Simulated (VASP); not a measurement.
Here is a VASP 6.6.1 calculation.

File INCAR:

```
SYSTEM = Co
PREC = Accurate ; ENCUT = 520
EDIFF = 1E-6 ; ISMEAR = 0
SIGMA = 0.1 ; LREAL = .FALSE.
LASPH = .TRUE. ; NELM = 150
ALGO = Fast ; ISIF = 2
LWAVE = .FALSE. ; LCHARG = .FALSE.
ISPIN = 2 ; MAGMOM = 1.94 1.96 1.94 1.96
LORBIT = 11 ; LMAXMIX = 4
GGA = PE ; NBANDS = 30
```

KPOINTS

```
regular mesh
0
G
  18 18 6
  0 0 0
```

Contents of POSCAR:

```
Co
1.0
    2.4916421637      0.0000000000      0.0000000000
   -1.2458210819      2.1578254109      0.0000000000
    0.0000000000      0.0000000000      8.0933643481
Co
4
Direct
    0.0000000000      0.0000000000      0.0000000000
    0.3333333333      0.6666666667      0.2500000000
    0.0000000000      0.0000000000      0.5000000000
    0.6666666667      0.3333333333      0.7500000000
```

Potentials or basis: VASP PAW PBE potentials, release 64 (Co).

Command:

```bash
$ cat potpaw_PBE.64/Co/POTCAR > POTCAR
$ mpirun -np 1 vasp_std > vasp.out
```

**Question.** Predict the pressure.

**Answer.** -0.8 GPa.

**Question.** Predict the net moment.

**Answer.** 6.49 μB per cell.

**Question.** Estimate the site moments.

**Answer.** Co +1.63, +1.65 (each value once) μB.
